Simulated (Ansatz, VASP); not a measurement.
# CoO: VASP beside Ansatz

```
CELL_PARAMETERS angstrom
1.52528 0.88062 2.47203
-1.52528 0.88062 2.47203
0.00000 -1.76124 2.47203
ATOMIC_POSITIONS crystal
Co 0.00000 0.00000 0.00000
O 0.50000 0.50000 0.50000
```

Alike in both runs: task single point; functional LDA; k mesh 11 × 11 × 11; occupations fermi-dirac, width 0.05 eV; collinear spin.

|  | VASP | Ansatz |
| --- | --- | --- |
| version | VASP 6.6.1 | Ansatz 0.2.0 |
| potentials or method | VASP PAW LDA potentials, release 64 (Co, O) | Ansatz PAW |
| plane-wave cutoff (eV) | 520 | 420 |
| valence electrons in the cell | 15 | 23 |

|  | VASP | Ansatz | Ansatz less VASP |
| --- | --- | --- | --- |
| gap on the k mesh at the Fermi level (eV) | none | none | - |
| pressure (GPa) | -23.8 | -22.5 | +1.31 |
| net moment per atom (μB) | 1.42 | 1.48 | +0.053 |
| size of the moment on the site where the two differ most (μB) | 0.31 | 0.36 | +0.046 |

LDA's correlation is that of Perdew and Zunger in VASP and of Perdew and Wang (1992) in Ansatz. Site moments also hang on the region over which each program counts them. A gap of «none» marks a metal or a gap that the smearing closes. VASP's potentials hold 15 valence electrons a cell and Ansatz's 23, so a difference there can come from the potentials and not from the codes.
